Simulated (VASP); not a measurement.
Te2Mo, 3 atoms in the cell. The cell holds a slab with vacuum, 3 atoms: a = 3.467 Å, b = 3.467 Å, c = 17.783 Å, α = 90.00°, β = 90.00°, γ = 120.00°.  This cell differs from its parent crystal: strain along c alone, the other axes held: +1.5 %, then relaxed in part.

| Item | Value |
| --- | --- |
| Program | VASP 6.6.1 |
| Task | single point |
| Functional | LDA |
| Potentials or basis | VASP PAW LDA potentials, release 64 (Te, Mo_sv) |
| Cutoff | 500 eV |
| k mesh | 12 × 12 × 2 |
| Occupations | gaussian, width 0.02 eV |
| Spin | no spin polarisation |
| Dipole correction | no |
| Further INCAR settings | ALGO = Normal; EDIFF = 1e-06; NBANDS = 20 |

Potentials or basis: VASP PAW LDA potentials, release 64 (Te, Mo_sv).

Command:

```bash
$ cat potpaw_LDA.64/Te/POTCAR potpaw_LDA.64/Mo_sv/POTCAR > POTCAR
$ mpirun -np 1 vasp_std > vasp.out
```

Hardware: 1 thread of Intel Xeon 8259CL, with other jobs on the host.

Task: Estimate the wall time of this run.

Result: It took 5 min on 1 thread of Intel Xeon 8259CL (shared host), peak memory 0.33 GiB. Counts: scf iterations 21, k points 38.
